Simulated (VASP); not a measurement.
Write the native input for VASP 6.6.1 that does the following.

```
Task                   : single point
Functional             : PBE
Potentials or basis    : VASP PAW PBE potentials, release 64 (Ag, Cl)
Cutoff                 : 520 eV
k mesh                 : 8 × 8 × 7
Occupations            : fermi-dirac, width 0.05 eV
Spin                   : no spin polarisation
Dipole correction      : no
Further INCAR settings : ALGO = Normal; EDIFF = 1e-06; NBANDS = 26
```

The structure of AgCl lies in POSCAR:

```
AgCl
1.0
    1.9076035228     -5.6655757514      0.0000000000
    1.9076035228      5.6655757514      0.0000000000
    0.0000000000      0.0000000000      4.0009987977
Ag Cl
2 2
Direct
    0.6034446000      0.3965554000      0.2500000000
    0.3965554000      0.6034446000      0.7500000000
    0.1345512700      0.8654487300      0.7500000000
    0.8654487300      0.1345512700      0.2500000000
```

These files were run (other wordings do the same):

INCAR

```
SYSTEM = AgCl
ALGO = Normal ; EDIFF = 1E-6
ENCUT = 520 ; GGA = PE
ISIF = 2 ; ISMEAR = -1
LASPH = .True. ; LCHARG = .False.
LREAL = .False. ; LWAVE = .False.
NBANDS = 26 ; NELM = 60
PREC = Accurate ; SIGMA = 0.05
```

KPOINTS

```
k-points
0
Gamma
  8 8 7
  0 0 0
```

Potentials or basis: VASP PAW PBE potentials, release 64 (Ag, Cl).

The run is started by

```bash
$ cat potpaw_PBE.64/Ag/POTCAR potpaw_PBE.64/Cl/POTCAR > POTCAR
$ mpirun -np 1 vasp_std > vasp.out
```

It gave:

The pressure is -1.2 GPa and the largest force is 0.046 eV/Å. The band gap on the k mesh is 0.47 eV (least direct gap 1.85 eV).

Caveat: an odd mesh through Γ misses points on the zone boundary, where band edges can lie.

It took 87 s on 1 thread of Intel(R) Xeon(R) 6975P-C (Granite Rapids), with other jobs on the host, peak memory 0.34 GiB.
